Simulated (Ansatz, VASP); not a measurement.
Sb: VASP beside Ansatz

Contents of INCAR:

```
PREC = Accurate ; ENCUT = 520
EDIFF = 1E-6 ; ISMEAR = -1
SIGMA = 0.1 ; LREAL = F
LASPH = T ; NELM = 60
ALGO = Normal ; ISIF = 2
LWAVE = F ; LCHARG = F
GGA = RP ; NBANDS = 12
```

KPOINTS

```
Automatic mesh
0
Gamma
  9 9 9
```

POSCAR

```
Sb
1.0
    0.0000000000      3.4913382904      3.4913382904
    3.4913382904      0.0000000000      3.4913382904
    3.4913382904      3.4913382904      0.0000000000
Sb
2
Direct
    0.1250000000      0.1250000000      0.1250000000
    0.8750000000      0.8750000000      0.8750000000
```

Input for Ansatz:

```yaml
crystal:
  lattice:
    - [0.0, 3.4913382904, 3.4913382904]
    - [3.4913382904, 0.0, 3.4913382904]
    - [3.4913382904, 3.4913382904, 0.0]
  atoms:
    - { symbol: Sb, position: [0.125, 0.125, 0.125] }
    - { symbol: Sb, position: [0.875, 0.875, 0.875] }
hamiltonian:
  xc: rpbe
  pseudopotentials:
    kind: paw
    azcp:
      Sb: "pseudopotentials/Sb.paw.azcp"
basis:
  ecutwfc: 420
  fft_grid_basis: typed
kpoints:
  mp_grid: { grid: [9, 9, 9], shift: [0, 0, 0] }
magnetization:
  spin_polarized: false
scf:
  occupations: { method: fermi_dirac, width: 0.1 }
  lower_state_search: "off"
output:
  stress: true
```

Alike in both runs: task single point; functional RPBE; k mesh 9 × 9 × 9; occupations fermi-dirac, width 0.1 eV; no spin polarisation.

|  | VASP | Ansatz |
| --- | --- | --- |
| version | VASP 6.6.1 | Ansatz 0.2.0 |
| potentials or method | VASP PAW PBE potentials, release 64 (Sb), cutoff 520 eV | plane waves (420 eV) with PAW, scalar-relativistic |
| valence electrons in the cell | 10 | 30 |

```tsv
	VASP	Ansatz	Ansatz less VASP
pressure (GPa)	1.2	1.2	+0.02
```

VASP's potentials were made for PBE, not for RPBE. The functional is the same, so the differences come from potentials, cutoffs and numerics. VASP's potentials hold 10 valence electrons a cell and Ansatz's 30, so a difference there can come from the potentials and not from the codes.

Spin-orbit coupling is off throughout.
